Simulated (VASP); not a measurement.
Wanted: the native input for a VASP 6.6.1 run.

```yaml
Task: single point
Functional: PBE
Potentials_or_basis: VASP PAW PBE potentials, release 64 (Mn_pv, O)
Cutoff: 600 eV
k_mesh: 6 × 6 × 4
Occupations: gaussian, width 0.1 eV
Spin: collinear spin, ferromagnetic start
Starting_moments: "[4.0, 4.0, 0.0, 0.0] μB"
Hubbard_terms: Mn d U = 3.9 eV
Dipole_correction: no
Further_INCAR_settings: ALGO = Normal; EDIFF = 1e-06; NBANDS = 31
```

The structure of MnO lies in POSCAR:

```
MnO
1.0
    3.3717009293      0.0000000000      0.0000000000
   -1.6858504646      2.9199786587      0.0000000000
    0.0000000000      0.0000000000      5.3855000000
Mn O
2 2
Direct
    0.3333333333      0.6666666667      0.0109600000
    0.6666666667      0.3333333333      0.5109600000
    0.3333333333      0.6666666667      0.3754700000
    0.6666666667      0.3333333333      0.8754700000
```

The input as run:

INCAR

```
SYSTEM = MnO
PREC = Accurate
ENCUT = 600
EDIFF = 1E-6
ISMEAR = 0
SIGMA = 0.1
LREAL = .FALSE.
LASPH = .TRUE.
NELM = 200
ALGO = Normal
ISIF = 2
LWAVE = .FALSE.
LCHARG = .TRUE.
ISPIN = 2
MAGMOM = 4 4 0 0
LORBIT = 11
LMAXMIX = 4
LDAU = .TRUE.
LDAUTYPE = 2
LDAUL = 2 -1
LDAUU = 3.9 0
LDAUJ = 0 0
LDAUPRINT = 1
GGA = PE
LELF = .TRUE.
LVHAR = .TRUE.
NBANDS = 31
GGA_COMPAT = .FALSE.
```

KPOINTS

```
Automatic mesh
0
G
  6 6 4
  0 0 0
```

Potentials or basis: VASP PAW PBE potentials, release 64 (Mn_pv, O).

Command:

```sh
$ cat potpaw_PBE.64/Mn_pv/POTCAR potpaw_PBE.64/O/POTCAR > POTCAR
$ mpirun -np 1 vasp_std > vasp.out
```

It gave:

```json
{
 "Pressure": "10.7 GPa",
 "Largest force": "0.895 eV/Å",
 "Band gap on the k mesh": "0.13 eV, direct",
 "Net moment": "10.00 μB per cell",
 "Site moments": "Mn +4.58; O +0.12 μB",
 "Valence electrons inside the program's atomic spheres": "Mn 11.44; O 5.04"
}
```

Caveat: only a ferromagnetic start was run, and an antiferromagnetic order may lie lower in energy.

Run time: 120 s on 1 thread of Intel Xeon 8259CL (shared host), peak memory 0.25 GiB.
